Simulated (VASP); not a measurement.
Mo:

```
CELL_PARAMETERS angstrom
0.00000 1.98267 1.98267
1.98267 0.00000 1.98267
1.98267 1.98267 0.00000
ATOMIC_POSITIONS crystal
Mo 0.00000 0.00000 0.00000
```

- Program: VASP 6.6.1
- Task: relaxation of cell and atoms
- Functional: PBE
- Potentials or basis: VASP PAW PBE potentials, release 64 (Mo_sv)
- Cutoff: 600 eV
- k mesh: 14 × 14 × 14
- Occupations: fermi-dirac, width 0.1 eV
- Spin: no spin polarisation

At the start: pressure 7.5 GPa; volume 15.59 Å³/atom.

**Question.** Where does the relaxation end?

**Answer.** Over 4 steps the energy falls by 10.7 meV/atom and the volume is 16.06 Å³/atom (+3.0 %); space group Fm-3m (No. 225, to 0.05 Å).

Step by step:
```tsv
step	energy change (eV)	largest force (eV/Å)	pressure (GPa)	volume (Å³)
1	0.0000	0.0000	7.49	15.59
2	0.0508	0.0000	-15.03	17.29
3	-0.0107	0.0000	-0.18	16.07
4	-0.0107	0.0000	-0.01	16.06
```

Final structure:
```
Mo
1.0
     0.00000    2.00249    2.00249
     2.00249    0.00000    2.00249
     2.00249    2.00249    0.00000
Mo
1
Direct
  0.00000 0.00000 0.00000
```
